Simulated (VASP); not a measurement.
A run of VASP 6.6.1 is set up as follows.

The input INCAR:

```
SYSTEM = Ti
PREC     = Accurate       ! precision mode
ENCUT    = 520            ! plane-wave cutoff, eV
EDIFF    = 1E-6           ! SCF threshold, eV
ISMEAR   = -1             ! smearing method
SIGMA    = 0.05           ! smearing width, eV
LREAL    = .False.        ! projectors in reciprocal space
LASPH    = .True.         ! aspherical terms in the spheres
NELM     = 100            ! most SCF steps
ALGO     = Normal         ! electronic algorithm
ISIF     = 2              ! what is computed and relaxed
LWAVE    = .False.        ! write WAVECAR
LCHARG   = .False.        ! write CHGCAR
GGA      = B5             ! functional
ALDAX    = 1.0          
AGGAX    = 1.0          
AGGAC    = 1.0          
ALDAC    = 0.0          
IVDW     = 13             ! dispersion correction
VDW_S6   = 1.0          
VDW_S8   = 2.34076671   
VDW_A1   = 0.44488865   
VDW_A2   = 4.0933009    
NBANDS   = 19             ! bands
```

Contents of KPOINTS:

```
Automatic mesh
0
Gamma
  10 10 6
  0 0 0
```

POSCAR

```
Ti
1.0
    2.9330620000      0.0000000000      0.0000000000
   -1.4665310000      2.5401062029      0.0000000000
    0.0000000000      0.0000000000      4.6231166510
Ti
2
Direct
    0.6666666667      0.3333333333      0.7500000000
    0.3333333333      0.6666666667      0.2500000000
```

Potentials or basis: VASP PAW PBE potentials, release 64 (Ti_sv).

Run with:

```console
$ cat potpaw_PBE.64/Ti_sv/POTCAR > POTCAR
$ mpirun -np 1 vasp_std > vasp.out
```

Estimate the band gap on the k mesh.

zero (band 12 reaches 9.59 eV, above the bottom of band 13 at 8.67 eV).

Predict the dispersion energy per atom.

-0.379 eV.

Predict the pressure.

0.0 GPa.

Caveat: the PAW data sets were made with another functional, which shifts forces and pressure a little; pairwise dispersion overbinds metals, which lowers pressure and volume.
